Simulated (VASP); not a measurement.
# MnO in VASP: further runs

MnO is run at these levels: LDA; tasks: single point.

Program: VASP 6.6.1. These are calculated values, not measurements. Logs are shortened: lines on timing, memory, paths and dates and some standing lists are left out, and cuts for length are marked.

### 1 The cell of the first run

Symmetry: I4/mmm, No. 139, tetragonal system. Conventional cell: a = 3.142 Å, b = 3.142 Å, c = 4.533 Å, α = 90.00°, β = 90.00°, γ = 90.00°. Mn (site symmetry 4/mmm) has 6 O at 2.22 to 2.27 Å within 2.9 Å. O (site symmetry 4/mmm) has 6 Mn at 2.22 to 2.27 Å within 2.9 Å.

### 2 Single point, LDA, collinear spin, ferromagnetic start (zz strain of +2 %)

Input file INCAR:

```
ALGO = Normal
EDIFF = 1E-6
ENCUT = 520
ISIF = 2
ISMEAR = -1
ISPIN = 2
LASPH = T
LCHARG = T
LELF = T
LMAXMIX = 4
LORBIT = 11
LREAL = F
LVHAR = T
LWAVE = F
MAGMOM = 4 0
NBANDS = 20
NELM = 150
PREC = Accurate
SIGMA = 0.05
```

Input file KPOINTS:

```
k-points
0
Gamma
  16 16 16
```

Input file POSCAR:

```
MnO
1.0
    0.0000000000      2.2220000000      2.2664400000
    2.2220000000      0.0000000000      2.2664400000
    2.2220000000      2.2220000000      0.0000000000
Mn O
1 1
Direct
    0.0000000000      0.0000000000      0.0000000000
    0.5000000000      0.5000000000      0.5000000000
```

Potentials or basis: VASP PAW LDA potentials, release 64 (Mn_pv, O).

The run is started by

```
cat potpaw_LDA.64/Mn_pv/POTCAR potpaw_LDA.64/O/POTCAR > POTCAR
mpirun -np 1 vasp_std > vasp.out
```

OUTCAR:

```text
EDIFF = 1E-6
   ENCUT = 520
   ISIF = 2
   ISMEAR = -1
   ISPIN = 2
   LASPH = T
   LORBIT = 11
   LREAL = F
   NELM = 150
   PREC = Accurate

 ion  position               nearest neighbor table
   1  0.000  0.000  0.000-   2 2.22   2 2.22   2 2.22   2 2.22   2 2.27   2 2.27
   2  0.500  0.500  0.500-   1 2.22   1 2.22   1 2.22   1 2.22   1 2.27   1 2.27

  LATTYP: Found a body centered tetragonal cell.
 ALAT       =     3.1423825356
 C/A-ratio  =     1.4424978336

  Lattice vectors:

 A1 = (  -2.2220000000,   0.0000000000,   2.2664400000)
 A2 = (   2.2220000000,   0.0000000000,   2.2664400000)
 A3 = (   0.0000000000,   2.2220000000,  -2.2664400000)

Analysis of symmetry for initial positions (statically):
=====================================================================
 Subroutine PRICEL returns:
 Original cell was already a primitive cell.

 Routine SETGRP: Setting up the symmetry group for a
 body centered tetragonal supercell.

 Subroutine GETGRP returns: Found 16 space group operations
 (whereof 16 operations were pure point group operations)
 out of a pool of 16 trial point group operations.

The static configuration has the point symmetry D_4h.

Analysis of symmetry for dynamics (positions and initial velocities):
=====================================================================
 Subroutine PRICEL returns:
 Original cell was already a primitive cell.

 Routine SETGRP: Setting up the symmetry group for a
 body centered tetragonal supercell.

 Subroutine GETGRP returns: Found 16 space group operations
 (whereof 16 operations were pure point group operations)
 out of a pool of 16 trial point group operations.

The dynamic configuration has the point symmetry D_4h.

Analysis of structural, dynamic, and magnetic symmetry:
=====================================================================
 Subroutine PRICEL returns:
 Original cell was already a primitive cell.

 Routine SETGRP: Setting up the symmetry group for a
 body centered tetragonal supercell.

 Subroutine GETGRP returns: Found 16 space group operations
 (whereof 16 operations were pure point group operations)
 out of a pool of 16 trial point group operations.

The overall configuration has the point symmetry D_4h.

 Subroutine INISYM returns: Found 16 space group operations
 (whereof 16 operations are pure point group operations),
 and found     1 'primitive' translations

----------------------------------------------------------------------------------------

                                     Primitive cell

  volume of cell :      22.3801

  direct lattice vectors                    reciprocal lattice vectors
     0.000000000  2.222000000  2.266440000    -0.225022502  0.225022502  0.220610296
     2.222000000  0.000000000  2.266440000     0.225022502 -0.225022502  0.220610296
     2.222000000  2.222000000  0.000000000     0.225022502  0.225022502 -0.220610296

  length of vectors
     3.173961921  3.173961921  3.142382536     0.387219777  0.387219777  0.387219777

  position of ions in fractional coordinates (direct lattice)
     0.000000000  0.000000000  0.000000000
     0.500000000  0.500000000  0.500000000

  ion indices of the primitive-cell ions
   primitive index   ion index
                 1           1
                 2           2

----------------------------------------------------------------------------------------

 KPOINTS: k-points

Automatic generation of k-mesh.
 Grid dimensions read from file:
 generate k-points for:   16   16   16

 Generating k-lattice:

  Cartesian coordinates                     Fractional coordinates (reciprocal lattice)
    -0.014063906  0.014063906  0.013788144     0.062500000  0.000000000  0.000000000
     0.014063906 -0.014063906  0.013788144     0.000000000  0.062500000  0.000000000
     0.014063906  0.014063906 -0.013788144     0.000000000  0.000000000  0.062500000

  Length of vectors
     0.024201236  0.024201236  0.024201236

  Shift w.r.t. Gamma in fractional coordinates (k-lattice)
     0.000000000  0.000000000  0.000000000

 Subroutine IBZKPT returns following result:
 ===========================================

 Found    349 irreducible k-points:

 Following reciprocal coordinates:
            Coordinates               Weight
  0.000000  0.000000  0.000000      1.000000
  0.062500  0.000000  0.000000      8.000000
  0.125000  0.000000  0.000000      8.000000
  0.187500  0.000000  0.000000      8.000000
  0.250000  0.000000  0.000000      8.000000
  0.312500  0.000000  0.000000      8.000000
[... 16 lines left out ...]
 -0.125000  0.062500  0.000000      8.000000
 -0.062500  0.062500  0.000000      4.000000
 [... further k-points ...]
   k-points           NKPTS =    349   k-points in BZ     NKDIM =    349   number of bands    NBANDS=     20
   number of dos      NEDOS =    301   number of ions     NIONS =      2
   total plane-waves  NPLWV =  13824
   dimension x,y,z NGX =    24 NGY =   24 NGZ =   24
   dimension x,y,z NGXF=    48 NGYF=   48 NGZF=   48
   ions per type =               1   1
   NGX,Y,Z   is equivalent  to a cutoff of  12.57, 12.57, 12.70 a.u.
   NGXF,Y,Z  is equivalent  to a cutoff of  25.14, 25.14, 25.39 a.u.
 SYSTEM =  unknown system
   PREC   = accura    normal or accurate (medium, high low for compatibility)
   ISTART =      0    job   : 0-new  1-cont  2-samecut
   ICHARG =      2    charge: 1-file 2-atom 10-const
   ISPIN  =      2    spin polarized calculation?
   LNONCOLLINEAR =      F non collinear calculations
   LSORBIT =      F    spin-orbit coupling
   LASPH  =      T    aspherical Exc in radial PAW
   ENCUT  =  520.0 eV  38.22 Ry    6.18 a.u.   5.90  5.90  5.84*2*pi/ulx,y,z
   NELM   =    150;   NELMIN=  2; NELMDL= -5     # of ELM steps
   EDIFF  = 0.1E-05   stopping-criterion for ELM
   LREAL  =      F    real-space projection
   EDIFFG = 0.1E-04   stopping-criterion for IOM
   NSW    =      0    number of steps for IOM
   IBRION =     -1    ionic relax: 0-MD 1-quasi-New 2-CG
   NFREE  =      0    steps in history (QN), initial steepest desc. (CG)
   ISIF   =      2    stress and relaxation
   ISYM   =      2    0-nonsym 1-usesym 2-fastsym
   POTIM  = 0.5000    time-step for ionic-motion
   TEBEG  =    0.0;   TEEND  =   0.0 temperature during run
   PSTRESS=    0.0 pullay stress
   NELECT =      19.0000    total number of electrons
   NUPDOWN=      -1.0000    fix difference up-down
   EMIN   =  10.00;   EMAX   =-10.00  energy-range for DOS
   EFERMI =   0.00;   METHOD = LEGACY
   ISMEAR =    -1;   SIGMA  =   0.05  broadening in eV -4-tet -1-fermi 0-gaus
   EFERMI_NEDOS =   21; number of points for ismear=-14 and -15
   IALGO  =     38    algorithm
   IMIX   =      4    mixing-type and parameters
     AMIX     =   0.40;   BMIX     =  1.00
     AMIX_MAG =   1.60;   BMIX_MAG =  1.00
  volume/ion in A,a.u.               =      11.19        75.51
  Fermi-wavevector in a.u.,A,eV,Ry     =   1.550144  2.929347 32.694052  2.402945
  Thomas-Fermi vector in A             =   2.654849
   LORBIT       =     11    0 simple, 1 ext, 2 COOP (PROOUT), +10 PAW based schemes
   GGA     = CA    functional components
   LHFCALC =     F    Hartree Fock is set to
   AEXX    =    0.0000 exact exchange contribution
   IVDW    =     0    specifies the selected vdW correction
   LEPSILON=     F    determine dielectric tensor
   LRPA    =     F    only Hartree local field effects (RPA)
 spin polarized calculation
  energy-cutoff  :      520.00
  volume of cell :       22.38
 maximum number of plane-waves:       616
   NGX = 11   NGY = 11   NGZ = 11

 number of electron      18.9999989 magnetization       4.5947946

 Free energy of the ion-electron system (eV)
  ---------------------------------------------------
  ext. energy  EPLUGINS =         0.00000000
  ---------------------------------------------------
  free energy    TOTEN  =       -17.54747123 eV

  energy without entropy =      -17.53858302  energy(sigma->0) =      -17.54302713

 E-fermi :   6.9428     XC(G=0): -12.2837

 val. band max:        6.9410853291   @ k =   0.3750   0.0000   0.0625
 cond. band min:       6.9434779739   @ k =   0.0625   0.0000   0.0625
 fundamental gap:      0.0023926448
 Fermi energy:         6.9427959604

 spin component 1

 k-point     1 :       0.0000    0.0000    0.0000
  band No.  band energies     occupation
      1     -42.7760      1.00000
      2     -42.7760      1.00000
      3     -42.7703      1.00000
      4     -12.9118      1.00000
      5       3.2072      1.00000
      6       3.2072      1.00000
[... 12 lines left out ...]
     19      26.5286      0.00000
     20      26.5286      0.00000

 k-point     2 :       0.0625    0.0000    0.0000
  band No.  band energies     occupation
      1     -42.7778      1.00000
      2     -42.7762      1.00000
      3     -42.7711      1.00000
      4     -12.8780      1.00000
      5       2.8379      1.00000
      6       2.9808      1.00000
[... 498 lines left out ...]
 k-point    24 :      -0.0625    0.0625    0.0000
  band No.  band energies     occupation
      1     -42.7819      1.00000
      2     -42.7762      1.00000
      3     -42.7720      1.00000
      4     -12.8210      1.00000
      5       2.3182      1.00000
      6       2.6327      1.00000
[... 12 lines left out ...]
     19      26.5849      0.00000
     20      27.4380      0.00000

 [... further k-points ...]

 spin component 2

 k-point     1 :       0.0000    0.0000    0.0000
  band No.  band energies     occupation
      1     -38.6490      1.00000
      2     -38.6490      1.00000
      3     -38.6211      1.00000
      4     -12.4641      1.00000
      5       3.6258      1.00000
      6       3.6258      1.00000
[... 12 lines left out ...]
     19      28.2051      0.00000
     20      28.2051      0.00000

 k-point     2 :       0.0625    0.0000    0.0000
  band No.  band energies     occupation
      1     -38.6513      1.00000
      2     -38.6493      1.00000
      3     -38.6222      1.00000
      4     -12.4310      1.00000
      5       3.3772      1.00000
      6       3.5434      1.00000
[... 498 lines left out ...]
 k-point    24 :      -0.0625    0.0625    0.0000
  band No.  band energies     occupation
      1     -38.6566      1.00000
      2     -38.6493      1.00000
      3     -38.6231      1.00000
      4     -12.3752      1.00000
      5       2.9668      1.00000
      6       3.3827      1.00000
[... 12 lines left out ...]
     19      28.1452      0.00000
     20      29.0185      0.00000

 [... further k-points ...]
[... 5 lines left out ...]
  --------------------------------------------------------------------------------------
  -------------------------------------------------------------------------------------
  Total       -2.6385162     -2.6385162     -2.4834934      0.0000000      0.0000000      0.0000000
  in kB     -188.8895892   -188.8895892   -177.7916103      0.0000000      0.0000000      0.0000000
  external PRESSURE =    -185.1902629 kB  Pullay stress =       0.0000000 kB

 VOLUME and BASIS-vectors are now :
 -----------------------------------------------------------------------------
  energy-cutoff  :      520.00
  volume of cell :       22.38
      direct lattice vectors                 reciprocal lattice vectors
     0.000000000  2.222000000  2.266440000    -0.225022502  0.225022502  0.220610296
     2.222000000  0.000000000  2.266440000     0.225022502 -0.225022502  0.220610296
     2.222000000  2.222000000  0.000000000     0.225022502  0.225022502 -0.220610296

 POSITION                                       TOTAL-FORCE (eV/Angst)
 -----------------------------------------------------------------------------------
      0.00000      0.00000      0.00000         0.000000     -0.000000     -0.000000
      2.22200      2.22200      2.26644        -0.000000      0.000000      0.000000
 -----------------------------------------------------------------------------------
    total drift:                                0.000000     -0.000000     -0.000000

  FREE ENERGIE OF THE ION-ELECTRON SYSTEM (eV)
  ---------------------------------------------------
  free  energy   TOTEN  =       -17.5474712293 eV

  energy  without entropy=      -17.5385830211  energy(sigma->0) =      -17.54302713

 total charge

# of ion       s       p       d       tot
------------------------------------------
    1        0.204   6.171   4.984  11.359
    2        1.550   3.369   0.000   4.919
--------------------------------------------------
tot          1.754   9.540   4.984  16.278

 magnetization (x)

# of ion       s       p       d       tot
------------------------------------------
    1        0.030   0.020   4.117   4.166
    2        0.029   0.160   0.000   0.189
--------------------------------------------------
tot          0.058   0.180   4.117   4.355
```

Run time: 6.6 min. Hardware: 1 thread of AMD EPYC 7R43 (Zen 3), shared host; peak memory 0.27 GiB.

What came out:

```
Free energy                                           : -17.5475 eV
Pressure                                              : -18.5 GPa
Net moment                                            : 4.59 μB per cell
Site moments                                          : Mn +4.17; O +0.19 μB
Valence electrons inside the program's atomic spheres : Mn 11.36; O 4.92
```

Levels at points of the mesh, in eV from the Fermi level:
Spin up:
| k point | band 9 | band 10 | band 11 | band 12 | band 13 | band 14 | band 15 | band 16 |
| --- | --- | --- | --- | --- | --- | --- | --- | --- |
| (0.00, 0.00, 0.00) | -2.92 | -2.92 | -2.50 | -2.44 | -0.43 | 13.98 | 16.17 | 16.17 |
| (0.50, 0.00, 0.00) | -2.05 | -1.67 | 0.23 | 0.39 | 3.50 | 7.60 | 11.51 | 11.92 |
| (0.50, 0.50, 0.00) | -2.05 | -1.79 | -1.79 | -1.72 | 4.92 | 7.56 | 10.54 | 13.55 |
| (0.50, 0.00, 0.50) | -2.04 | -1.81 | -1.77 | -1.68 | 4.95 | 7.78 | 10.31 | 13.19 |
Spin down:
| k point | band 3 | band 4 | band 5 | band 6 | band 7 | band 8 | band 9 | band 10 | band 11 | band 12 |
| --- | --- | --- | --- | --- | --- | --- | --- | --- | --- | --- |
| (0.00, 0.00, 0.00) | -45.56 | -19.41 | -3.32 | -3.32 | -3.25 | 0.34 | 0.45 | 0.45 | 0.52 | 1.07 |
| (0.50, 0.00, 0.00) | -45.58 | -18.44 | -7.31 | -4.83 | -4.78 | 1.59 | 1.60 | 1.63 | 3.24 | 3.37 |
| (0.50, 0.50, 0.00) | -45.62 | -18.49 | -6.33 | -4.23 | -4.23 | -1.08 | 1.59 | 1.83 | 2.03 | 2.03 |
| (0.50, 0.00, 0.50) | -45.59 | -18.46 | -6.30 | -4.34 | -4.21 | -1.08 | 1.63 | 1.84 | 2.00 | 2.05 |

Caveat: the cell differs from its parent crystal (zz strain of +2 %); the cell stands under tension; a cell with one magnetic atom can't hold antiferromagnetic order, which such compounds often take; semilocal functionals often make such compounds metallic where correlation or magnetic order opens a gap, which also shifts bond lengths.

(Continued in part 2 of 3.)
